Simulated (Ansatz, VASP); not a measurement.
**Tc: VASP beside Ansatz**

INCAR

```
SYSTEM = Tc
ALGO = Normal ; EDIFF = 1E-6
EDIFFG = -0.005 ; ENCUT = 600
GGA = PE ; IBRION = 2
ISIF = 3 ; ISMEAR = -1
LASPH = .TRUE. ; LCHARG = .FALSE.
LREAL = .FALSE. ; LWAVE = .FALSE.
NELM = 100 ; NSW = 80
PREC = Accurate ; SIGMA = 0.05
```

The input KPOINTS:

```
k-points
0
G
  12 12 12
  0 0 0
```

File POSCAR:

```
Tc
1.0
    0.0000000000      1.9500000000      1.9500000000
    1.9500000000      0.0000000000      1.9500000000
    1.9500000000      1.9500000000      0.0000000000
Tc
1
Direct
    0.0000000000      0.0000000000      0.0000000000
```

Contents of input.yaml:

```yaml
crystal:
  lattice:
    - [0.0, 1.95, 1.95]
    - [1.95, 0.0, 1.95]
    - [1.95, 1.95, 0.0]
  atoms:
    - { symbol: Tc, position: [0.0, 0.0, 0.0] }
kpoints:
  mp_grid: { grid: [12, 12, 12] }
scf:
  occupations: { method: fermi_dirac, width: 0.05 }
hamiltonian:
  xc: pbe
  pseudopotentials: { kind: all_electron, lapw: { basis_error: 0.001 } }
output:
  forces: true
  stress: true
relax:
  f_tol: 0.005
  max_steps: 60
  cell: {}
```

Alike in both runs: task relaxation of cell and atoms; functional PBE; k mesh 12 × 12 × 12; occupations fermi-dirac, width 0.05 eV; no spin polarisation.

|  | VASP | Ansatz |
| --- | --- | --- |
| version | VASP 6.6.1 | Ansatz 0.2.0 |
| potentials or method | VASP PAW PBE potentials, release 64 (Tc_pv), cutoff 600 eV | all-electron LAPW, scalar-relativistic |

|  | VASP | Ansatz | Ansatz less VASP |
| --- | --- | --- | --- |
| relaxed volume (Å³/atom) | 14.48 | 14.50 | +0.025 |
| relaxed cell length with the largest relative difference (Å) | 2.736 | 2.737 | +0.0016 |

Ansatz ran all-electron here, and VASP with PAW potentials.
